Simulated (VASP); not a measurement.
Set up this calculation in VASP 6.6.1, as the native input.

```
Task                   : single point
Functional             : PBE
Dispersion             : D3(BJ)
Potentials or basis    : VASP PAW PBE potentials, release 64 (Al)
Cutoff                 : 500 eV
k mesh                 : 18 × 18 × 4
Occupations            : gaussian, width 0.15 eV
Spin                   : no spin polarisation
Dipole correction      : no
Further INCAR settings : ALGO = Normal; EDIFF = 1e-06; NBANDS = 14
```

The structure of Al lies in POSCAR:

```
Al
1.0
    2.8486000000      0.0000000000      0.0000000000
   -1.4243000000      2.4669599652      0.0000000000
    0.0000000000      0.0000000000     10.5726000000
Al
4
Direct
    0.0000000000      0.0000000000      0.0000000000
    0.3333333333      0.6666666667      0.2500000000
    0.0000000000      0.0000000000      0.5000000000
    0.6666666667      0.3333333333      0.7500000000
```

This isn't the form of Al at room conditions, which is fcc.

The input as run:

INCAR

```
SYSTEM = Al
ALGO = Normal ; EDIFF = 1E-6
ENCUT = 500 ; GGA = PE
GGA_COMPAT = .FALSE. ; ISIF = 2
ISMEAR = 0 ; IVDW = 12
LASPH = .TRUE. ; LCHARG = .TRUE.
LELF = .TRUE. ; LREAL = .FALSE.
LVHAR = .TRUE. ; LWAVE = .FALSE.
NBANDS = 14 ; NELM = 120
PREC = Accurate ; SIGMA = 0.15
```

KPOINTS

```
k-points
0
G
  18 18 4
  0 0 0
```

Potentials or basis: VASP PAW PBE potentials, release 64 (Al).

The run is started by

```console
$ cat potpaw_PBE.64/Al/POTCAR > POTCAR
$ mpirun -np 1 vasp_std > vasp.out
```

Results of the run:

| Item | Value |
| --- | --- |
| Pressure | -8.3 GPa |
| Band gap on the k mesh | zero (bands 6 and 7 overlap by 3.88 eV) |
| Dispersion energy per atom | -0.298 eV |

Caveat: the cell stands under tension.

Run time: 27 s on 1 thread of Intel(R) Xeon(R) 6975P-C (Granite Rapids) (shared host), peak memory 0.24 GiB.
